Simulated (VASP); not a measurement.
## ZnAu: single point with PBE+D3(BJ)

Crystal: ZnAu.

```
Zn Au
1.0
     3.15005    0.00000    0.00000
     0.00000    3.15005    0.00000
     0.00000    0.00000    3.15005
Zn Au
1 1
Direct
  0.50000 0.50000 0.50000
  0.00000 0.00000 0.00000
```

```
Program             : VASP 6.6.1
Task                : single point
Functional          : PBE
Dispersion          : D3(BJ)
Potentials or basis : VASP PAW PBE potentials, release 64 (Zn, Au)
Cutoff              : 520 eV
k mesh              : 2 × 2 × 2
Occupations         : gaussian, width 0.1 eV
Spin                : no spin polarisation
```

| Quantity | Value |
| --- | --- |
| Pressure | -1.7 GPa |
| Band gap on the k mesh | zero (an odd number of electrons rules out a gap without spin polarisation) |
| Dispersion energy per atom | -0.545 eV |

Levels at points of the mesh, in eV from the Fermi level:
```csv
k point,band 8,band 9,band 10,band 11,band 12,band 13,band 14,band 15
"(0.00, 0.00, 0.00)",-3.54,-1.84,-1.84,-1.84,6.89,6.89,6.89,10.73
"(0.50, 0.00, 0.00)",-3.56,-3.01,-3.01,-1.99,-0.47,12.29,13.01,13.01
"(0.50, 0.50, 0.00)",-2.20,-2.20,-1.25,-0.07,-0.07,2.71,4.40,12.30
"(0.50, 0.50, 0.50)",-4.52,-1.20,-1.20,3.31,5.47,5.63,5.63,5.63
```

Wall time 3.6 s on 1 thread of AMD EPYC 7R13 Processor (Zen 3), on a shared host, peak memory 0.12 GiB.

Caveat: the k points lie up to 1.00 Å⁻¹ apart, too coarse for converged energies and pressures of a metal; three body term missing; spin-orbit coupling is left out, which moves the levels of the heavy elements.
